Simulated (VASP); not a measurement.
# ZnS (F-43m) in VASP: a series of runs

Runs on ZnS. Level: PBE. Tasks: single point.

Everything below comes from runs of VASP 6.6.1. Logs are shortened: lines on timing, memory, paths and dates and some standing lists are left out, and cuts for length are marked.

## 1. The cell of the first run

Symmetry: F-43m, No. 216, cubic system. Conventional cell: a = 5.516 Å, b = 5.516 Å, c = 5.516 Å, α = 90.00°, β = 90.00°, γ = 90.00°. Within 3.2 Å of Zn (site symmetry -43m) lie 4 S at 2.39 Å. S (site symmetry -43m) has 4 Zn at 2.39 Å within 3.2 Å.

## 2. Single point, PBE

The input, INCAR:

```
SYSTEM = ZnS
  PREC = Accurate
  ENCUT = 500
  EDIFF = 1E-6
  ISMEAR = 0
  SIGMA = 0.01
  LREAL = .FALSE.
  LASPH = .TRUE.
  NELM = 120
  ALGO = Normal
  ISIF = 2
  LWAVE = .FALSE.
  LCHARG = .FALSE.
  GGA = PE
  NBANDS = 16
  GGA_COMPAT = .FALSE.
```

The input, KPOINTS:

```
regular mesh
0
G
  2 2 2
  0 0 0
```

The input, POSCAR:

```
ZnS
1.0
    0.0000000000      2.7580526800      2.7580526800
    2.7580526800      0.0000000000      2.7580526800
    2.7580526800      2.7580526800      0.0000000000
Zn S
1 1
Direct
    0.0000000000      0.0000000000      0.0000000000
    0.2500000000      0.2500000000      0.2500000000
```

Potentials or basis: VASP PAW PBE potentials, release 64 (Zn, S).

Launch:

```console
> cat potpaw_PBE.64/Zn/POTCAR potpaw_PBE.64/S/POTCAR > POTCAR
> mpirun -np 1 vasp_std > vasp.out
```

OUTCAR:

```text
SYSTEM = ZnS
   PREC = Accurate
   ENCUT = 500
   EDIFF = 1E-6
   ISMEAR = 0
   LREAL = .FALSE.
   LASPH = .TRUE.
   NELM = 120
   ISIF = 2
   GGA = PE

 ion  position               nearest neighbor table
   1  0.000  0.000  0.000-   2 2.39   2 2.39   2 2.39   2 2.39
   2  0.250  0.250  0.250-   1 2.39   1 2.39   1 2.39   1 2.39

  LATTYP: Found a face centered cubic cell.
 ALAT       =     5.5161053600

  Lattice vectors:

 A1 = (   0.0000000000,   2.7580526800,   2.7580526800)
 A2 = (   2.7580526800,   0.0000000000,   2.7580526800)
 A3 = (   2.7580526800,   2.7580526800,   0.0000000000)

Analysis of symmetry for initial positions (statically):
=====================================================================
 Subroutine PRICEL returns:
 Original cell was already a primitive cell.

 Routine SETGRP: Setting up the symmetry group for a
 face centered cubic supercell.

 Subroutine GETGRP returns: Found 24 space group operations
 (whereof 24 operations were pure point group operations)
 out of a pool of 48 trial point group operations.

The static configuration has the point symmetry T_d .

Analysis of symmetry for dynamics (positions and initial velocities):
=====================================================================
 Subroutine PRICEL returns:
 Original cell was already a primitive cell.

 Routine SETGRP: Setting up the symmetry group for a
 face centered cubic supercell.

 Subroutine GETGRP returns: Found 24 space group operations
 (whereof 24 operations were pure point group operations)
 out of a pool of 48 trial point group operations.

The dynamic configuration has the point symmetry T_d .

 Subroutine INISYM returns: Found 24 space group operations
 (whereof 24 operations are pure point group operations),
 and found     1 'primitive' translations

----------------------------------------------------------------------------------------

                                     Primitive cell

  volume of cell :      41.9602

  direct lattice vectors                    reciprocal lattice vectors
     0.000000000  2.758052680  2.758052680    -0.181287328  0.181287328  0.181287328
     2.758052680  0.000000000  2.758052680     0.181287328 -0.181287328  0.181287328
     2.758052680  2.758052680  0.000000000     0.181287328  0.181287328 -0.181287328

  length of vectors
     3.900475506  3.900475506  3.900475506     0.313998862  0.313998862  0.313998862

  position of ions in fractional coordinates (direct lattice)
     0.000000000  0.000000000  0.000000000
     0.250000000  0.250000000  0.250000000

  ion indices of the primitive-cell ions
   primitive index   ion index
                 1           1
                 2           2

----------------------------------------------------------------------------------------

 KPOINTS: regular mesh

Automatic generation of k-mesh.
 Grid dimensions read from file:
 generate k-points for:    2    2    2

 Generating k-lattice:

  Cartesian coordinates                     Fractional coordinates (reciprocal lattice)
    -0.090643664  0.090643664  0.090643664     0.500000000  0.000000000  0.000000000
     0.090643664 -0.090643664  0.090643664     0.000000000  0.500000000  0.000000000
     0.090643664  0.090643664 -0.090643664     0.000000000  0.000000000  0.500000000

  Length of vectors
     0.156999431  0.156999431  0.156999431

  Shift w.r.t. Gamma in fractional coordinates (k-lattice)
     0.000000000  0.000000000  0.000000000

 Subroutine IBZKPT returns following result:
 ===========================================

 Found      3 irreducible k-points:

 Following reciprocal coordinates:
            Coordinates               Weight
  0.000000  0.000000  0.000000      1.000000
  0.500000  0.000000  0.000000      4.000000
  0.500000  0.500000  0.000000      3.000000
   k-points           NKPTS =      3   k-points in BZ     NKDIM =      3   number of bands    NBANDS=     16
   number of dos      NEDOS =    301   number of ions     NIONS =      2
   total plane-waves  NPLWV =  21952
   dimension x,y,z NGX =    28 NGY =   28 NGZ =   28
   dimension x,y,z NGXF=    56 NGYF=   56 NGZF=   56
   ions per type =               1   1
   NGX,Y,Z   is equivalent  to a cutoff of  11.93, 11.93, 11.93 a.u.
   NGXF,Y,Z  is equivalent  to a cutoff of  23.87, 23.87, 23.87 a.u.
 SYSTEM =  ZnS
   PREC   = accura    normal or accurate (medium, high low for compatibility)
   ISTART =      0    job   : 0-new  1-cont  2-samecut
   ICHARG =      2    charge: 1-file 2-atom 10-const
   ISPIN  =      1    spin polarized calculation?
   LNONCOLLINEAR =      F non collinear calculations
   LSORBIT =      F    spin-orbit coupling
   LASPH  =      T    aspherical Exc in radial PAW
   ENCUT  =  500.0 eV  36.75 Ry    6.06 a.u.   7.11  7.11  7.11*2*pi/ulx,y,z
   NELM   =    120;   NELMIN=  2; NELMDL= -5     # of ELM steps
   EDIFF  = 0.1E-05   stopping-criterion for ELM
   LREAL  =      F    real-space projection
   EDIFFG = 0.1E-04   stopping-criterion for IOM
   NSW    =      0    number of steps for IOM
   IBRION =     -1    ionic relax: 0-MD 1-quasi-New 2-CG
   NFREE  =      0    steps in history (QN), initial steepest desc. (CG)
   ISIF   =      2    stress and relaxation
   ISYM   =      2    0-nonsym 1-usesym 2-fastsym
   POTIM  = 0.5000    time-step for ionic-motion
   TEBEG  =    0.0;   TEEND  =   0.0 temperature during run
   PSTRESS=    0.0 pullay stress
   NELECT =      18.0000    total number of electrons
   NUPDOWN=      -1.0000    fix difference up-down
   EMIN   =  10.00;   EMAX   =-10.00  energy-range for DOS
   EFERMI =   0.00;   METHOD = LEGACY
   ISMEAR =     0;   SIGMA  =   0.01  broadening in eV -4-tet -1-fermi 0-gaus
   EFERMI_NEDOS =   21; number of points for ismear=-14 and -15
   IALGO  =     38    algorithm
   IMIX   =      4    mixing-type and parameters
     AMIX     =   0.40;   BMIX     =  1.00
     AMIX_MAG =   1.60;   BMIX_MAG =  1.00
  volume/ion in A,a.u.               =      20.98       141.58
  Fermi-wavevector in a.u.,A,eV,Ry     =   1.234676  2.333200 20.741069  1.524426
  Thomas-Fermi vector in A             =   2.369357
   LORBIT       =      0    0 simple, 1 ext, 2 COOP (PROOUT), +10 PAW based schemes
   GGA     = PE    functional components
   LHFCALC =     F    Hartree Fock is set to
   AEXX    =    0.0000 exact exchange contribution
   IVDW    =     0    specifies the selected vdW correction
   LEPSILON=     F    determine dielectric tensor
   LRPA    =     F    only Hartree local field effects (RPA)
 non-spin polarized calculation
 Gauss-broadening in eV      SIGMA  =   0.01
  energy-cutoff  :      500.00
  volume of cell :       41.96
 maximum number of plane-waves:      1090
   NGX = 15   NGY = 15   NGZ = 15

 number of electron      17.9999992 magnetization

 Free energy of the ion-electron system (eV)
  ---------------------------------------------------
  ext. energy  EPLUGINS =         0.00000000
  ---------------------------------------------------
  free energy    TOTEN  =        -5.66413218 eV

  energy without entropy =       -5.66413218  energy(sigma->0) =       -5.66413218

 E-fermi :   1.9902     XC(G=0):  -9.1981

 val. band max:        1.8859647306   @ k =   0.0000   0.0000   0.0000
 cond. band min:       3.5980575414   @ k =   0.0000   0.0000   0.0000
 fundamental gap:      1.7120928108
 Fermi energy:         1.9902404094

 k-point     1 :       0.0000    0.0000    0.0000
  band No.  band energies     occupation
      1     -10.8173      2.00000
      2      -4.5957      2.00000
      3      -4.5957      2.00000
      4      -4.5957      2.00000
      5      -4.2096      2.00000
      6      -4.2096      2.00000
[... 8 lines left out ...]
     15      13.4085      0.00000
     16      13.4085      0.00000

 k-point     2 :       0.5000    0.0000    0.0000
  band No.  band energies     occupation
      1      -9.9612      2.00000
      2      -4.5020      2.00000
      3      -4.5020      2.00000
      4      -4.1832      2.00000
      5      -4.1832      2.00000
      6      -4.0123      2.00000
[... 8 lines left out ...]
     15      14.9996      0.00000
     16      14.9996      0.00000

 k-point     3 :       0.5000    0.5000    0.0000
  band No.  band energies     occupation
      1      -9.6735      2.00000
      2      -4.5561      2.00000
      3      -4.3178      2.00000
      4      -4.3178      2.00000
      5      -4.1478      2.00000
      6      -3.9921      2.00000
[... 8 lines left out ...]
     15      15.3961      0.00000
     16      16.1317      0.00000

------------------------ aborting loop because EDIFF is reached ----------------------------------------

  FORCE on cell =-STRESS in cart. coord.  units (eV):
  Direction    XX          YY          ZZ          XY          YZ          ZX
  --------------------------------------------------------------------------------------
  -------------------------------------------------------------------------------------
  Total        0.6798470      0.6798470      0.6798470     -0.0000000      0.0000000     -0.0000000
  in kB       25.9587703     25.9587703     25.9587703     -0.0000000      0.0000000     -0.0000000
  external PRESSURE =      25.9587703 kB  Pullay stress =       0.0000000 kB

 VOLUME and BASIS-vectors are now :
 -----------------------------------------------------------------------------
  energy-cutoff  :      500.00
  volume of cell :       41.96
      direct lattice vectors                 reciprocal lattice vectors
     0.000000000  2.758052680  2.758052680    -0.181287328  0.181287328  0.181287328
     2.758052680  0.000000000  2.758052680     0.181287328 -0.181287328  0.181287328
     2.758052680  2.758052680  0.000000000     0.181287328  0.181287328 -0.181287328

 POSITION                                       TOTAL-FORCE (eV/Angst)
 -----------------------------------------------------------------------------------
      0.00000      0.00000      0.00000        -0.000000     -0.000000      0.000000
      1.37903      1.37903      1.37903         0.000000      0.000000     -0.000000
 -----------------------------------------------------------------------------------
    total drift:                                0.000000      0.000000      0.000001

  FREE ENERGIE OF THE ION-ELECTRON SYSTEM (eV)
  ---------------------------------------------------
  free  energy   TOTEN  =        -5.6641321829 eV

  energy  without entropy=       -5.6641321829  energy(sigma->0) =       -5.66413218
```

Run time: 2.7 s. Hardware: 1 thread of AMD EPYC 7R13 (Zen 3), shared host; peak memory 0.12 GiB.

What came out:

* Free energy: -5.6641 eV
* Pressure: 2.6 GPa
* Band gap on the k mesh: 1.71 eV, direct

Caveat: the k points lie up to 0.99 Å⁻¹ apart.

## 3. Single point, PBE

This run uses another cell than the first one, of 18.60 Å³/atom, 0.887 times its volume.

The input, INCAR:

```
ALGO = Normal ; EDIFF = 1E-6
ENCUT = 500 ; GGA = PE
GGA_COMPAT = False ; ISIF = 2
ISMEAR = 0 ; LASPH = True
LCHARG = False ; LREAL = False
LWAVE = False ; NBANDS = 16
NELM = 120 ; PREC = Accurate
SIGMA = 0.01
```

The input, KPOINTS:

```
k-points
0
Gamma
  3 3 3
```

The input, POSCAR:

```
ZnS
1.0
    0.0000000000      2.6497804200      2.6497804200
    2.6497804200      0.0000000000      2.6497804200
    2.6497804200      2.6497804200      0.0000000000
Zn S
1 1
Direct
    0.0000000000      0.0000000000      0.0000000000
    0.2500000000      0.2500000000      0.2500000000
```

Potentials or basis: VASP PAW PBE potentials, release 64 (Zn, S).

Launch:

```console
> cat potpaw_PBE.64/Zn/POTCAR potpaw_PBE.64/S/POTCAR > POTCAR
> mpirun -np 1 vasp_std > vasp.out
```

Wall time 3 s (1 thread of AMD EPYC 7R13 (Zen 3), shared host); peak memory 0.12 GiB.

Results (log left out):

* Free energy: -6.5495 eV
* Pressure: 8.3 GPa
* Band gap on the k mesh: 2.35 eV, direct

Levels at points of the mesh, in eV from the valence-band top:
```tsv
k point	band 6	band 7	band 8	band 9	band 10	band 11	band 12	band 13
(0.00, 0.00, 0.00)	-6.11	0.00	0.00	0.00	2.35	6.29	6.29	6.29
```

Caveat: the k points lie up to 0.68 Å⁻¹ apart. As with any semilocal functional, this PBE gap is likely too small.

## 4. Single point, PBE

This run uses another cell than the first one, of 18.60 Å³/atom, 0.887 times its volume.

The input, INCAR:

```
SYSTEM = ZnS
  PREC = Accurate
  ENCUT = 500
  EDIFF = 1E-6
  ISMEAR = 0
  SIGMA = 0.01
  LREAL = .FALSE.
  LASPH = .TRUE.
  NELM = 120
  ALGO = Normal
  ISIF = 2
  LWAVE = .FALSE.
  LCHARG = .FALSE.
  GGA = PE
  NBANDS = 16
  GGA_COMPAT = .FALSE.
```

The input, KPOINTS:

```
Automatic mesh
0
G
  3 3 3
  0 0 0
```

POSCAR is that of step 3.

Potentials or basis: VASP PAW PBE potentials, release 64 (Zn, S).

Launch:

```console
> cat potpaw_PBE.64/Zn/POTCAR potpaw_PBE.64/S/POTCAR > POTCAR
> mpirun -np 1 vasp_std > vasp.out
```

OUTCAR:

```text
SYSTEM = ZnS
   PREC = Accurate
   ENCUT = 500
   EDIFF = 1E-6
   ISMEAR = 0
   LREAL = .FALSE.
   LASPH = .TRUE.
   NELM = 120
   ISIF = 2
   GGA = PE

 ion  position               nearest neighbor table
   1  0.000  0.000  0.000-   2 2.29   2 2.29   2 2.29   2 2.29
   2  0.250  0.250  0.250-   1 2.29   1 2.29   1 2.29   1 2.29

  LATTYP: Found a face centered cubic cell.
 ALAT       =     5.2995608400

  Lattice vectors:

 A1 = (   0.0000000000,   2.6497804200,   2.6497804200)
[... 238 lines left out ...]

------------------------ aborting loop because EDIFF is reached ----------------------------------------

  FORCE on cell =-STRESS in cart. coord.  units (eV):
  Direction    XX          YY          ZZ          XY          YZ          ZX
  --------------------------------------------------------------------------------------
  -------------------------------------------------------------------------------------
  Total        1.9347658      1.9347658      1.9347658      0.0000000      0.0000000      0.0000000
  in kB       83.3065862     83.3065862     83.3065862      0.0000000      0.0000000      0.0000000
  external PRESSURE =      83.3065862 kB  Pullay stress =       0.0000000 kB

 VOLUME and BASIS-vectors are now :
 -----------------------------------------------------------------------------
  energy-cutoff  :      500.00
  volume of cell :       37.21
      direct lattice vectors                 reciprocal lattice vectors
     0.000000000  2.649780420  2.649780420    -0.188694881  0.188694881  0.188694881
     2.649780420  0.000000000  2.649780420     0.188694881 -0.188694881  0.188694881
     2.649780420  2.649780420  0.000000000     0.188694881  0.188694881 -0.188694881

 POSITION                                       TOTAL-FORCE (eV/Angst)
 -----------------------------------------------------------------------------------
      0.00000      0.00000      0.00000         0.000000      0.000000      0.000000
      1.32489      1.32489      1.32489        -0.000000     -0.000000     -0.000000
 -----------------------------------------------------------------------------------
    total drift:                                0.000001      0.000001      0.000002

  FREE ENERGIE OF THE ION-ELECTRON SYSTEM (eV)
  ---------------------------------------------------
  free  energy   TOTEN  =        -6.5495255454 eV

  energy  without entropy=       -6.5495255454  energy(sigma->0) =       -6.54952555
```

Run time: 3 s. Hardware: 1 thread of AMD EPYC 7R13 (Zen 3), shared host; peak memory 0.12 GiB.

What came out:

```yaml
Free_energy: -6.5495 eV
Pressure: 8.3 GPa
Band_gap_on_the_k_mesh: 2.35 eV, direct
```

Caveat: the k points lie up to 0.68 Å⁻¹ apart. PBE gaps usually lie below the measured ones, often by a third to a half.

[end of part 1 of 2]
